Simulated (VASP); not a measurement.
A run of VASP 6.6.1:

File INCAR:

```
SYSTEM = Li2S
PREC = Accurate
ENCUT = 750
EDIFF = 1E-6
ISMEAR = 0
SIGMA = 0.01
LREAL = .FALSE.
LASPH = .TRUE.
NELM = 120
ALGO = Normal
ISIF = 2
LWAVE = .FALSE.
LCHARG = .TRUE.
GGA = PE
LELF = .TRUE.
LVHAR = .TRUE.
NBANDS = 13
GGA_COMPAT = .FALSE.
```

KPOINTS

```
regular mesh
0
G
  6 6 6
  0 0 0
```

POSCAR

```
Li2S
1.0
    0.0000000000      2.7970597709      2.7970597709
    2.7970597709      0.0000000000      2.7970597709
    2.7970597709      2.7970597709      0.0000000000
Li S
2 1
Direct
    0.2500000000      0.2500000000      0.2500000000
    0.7500000000      0.7500000000      0.7500000000
    0.0000000000      0.0000000000      0.0000000000
```

Potentials or basis: VASP PAW PBE potentials, release 64 (Li_sv, S).

The run is started by

```sh
$ cat potpaw_PBE.64/Li_sv/POTCAR potpaw_PBE.64/S/POTCAR > POTCAR
$ mpirun -np 1 vasp_std > vasp.out
```

Hardware: 1 thread of Intel(R) Xeon(R) 6975P-C (Granite Rapids), with other jobs on the host.

Question: How long does it take, and how much memory?

Answer: It took 8.8 s on 1 thread of Intel(R) Xeon(R) 6975P-C (Granite Rapids), on a shared host, peak memory 0.19 GiB. Counts: scf iterations 13, k points 16.
